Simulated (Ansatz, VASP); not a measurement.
## MoS2 in VASP and in Ansatz

```
CELL_PARAMETERS angstrom
3.16900 0.00000 0.00000
-1.58450 2.74443 0.00000
0.00000 0.00000 12.32400
ATOMIC_POSITIONS crystal
Mo 0.66667 0.33333 0.75000
Mo 0.33333 0.66667 0.25000
S 0.66667 0.33333 0.37700
S 0.33333 0.66667 0.87700
S 0.66667 0.33333 0.12300
S 0.33333 0.66667 0.62300
```

Alike in both runs: task single point; functional PBEsol; k mesh 6 × 6 × 2; occupations fermi-dirac, width 0.03 eV; no spin polarisation.

|  | VASP | Ansatz |
| --- | --- | --- |
| version | VASP 6.6.1 | Ansatz 0.2.0 |
| potentials or method | VASP PAW PBE potentials, release 64 (Mo_sv, S), cutoff 520 eV | all-electron LAPW, scalar-relativistic |

|  | VASP | Ansatz | Ansatz less VASP |
| --- | --- | --- | --- |
| gap on the k mesh at the Fermi level (eV) | 0.86 | 0.85 | -0.012 |
| least direct gap on the mesh (eV) | 1.65 | 1.65 | -0.003 |
| pressure (GPa) | -3.0 | -2.9 | +0.04 |
| traceless stress, the component that is largest in VASP (GPa) | 0.61 | 0.62 | +0.010 |
| rms of the force components (eV/Å) | 0.145 | 0.145 | +0.0003 |

VASP's potentials were made for PBE, not for PBEsol. Atom by atom the forces differ by 0.000 eV/Å (rms over components). Ansatz ran all-electron here, and VASP with PAW potentials.
